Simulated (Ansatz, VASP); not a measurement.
# One calculation of Mo, two programs

```xyz
1
Lattice="-1.5566 1.5566 1.5566 1.5566 -1.5566 1.5566 1.5566 1.5566 -1.5566" Properties=species:S:1:pos:R:3 pbc="T T T"
Mo    0.0000    0.0000    0.0000
```

Alike in both runs: task single point; functional LDA; k mesh 14 × 14 × 14; occupations methfessel-paxton of order 1, width 0.6 eV; no spin polarisation.

|  | VASP | Ansatz |
| --- | --- | --- |
| version | VASP 6.6.1 | Ansatz 0.2.0 |
| potentials or method | VASP PAW LDA potentials, release 64 (Mo_sv), cutoff 520 eV | plane waves (420 eV) with PAW, scalar-relativistic |
| valence electrons in the cell | 14 | 14 |

|  | VASP | Ansatz | Ansatz less VASP |
| --- | --- | --- | --- |
| pressure (GPa) | 0.9 | -0.3 | -1.21 |

Ansatz warns that its potentials were made for another functional, while VASP's fit it. LDA's correlation is that of Perdew and Zunger in VASP and of Perdew and Wang (1992) in Ansatz.
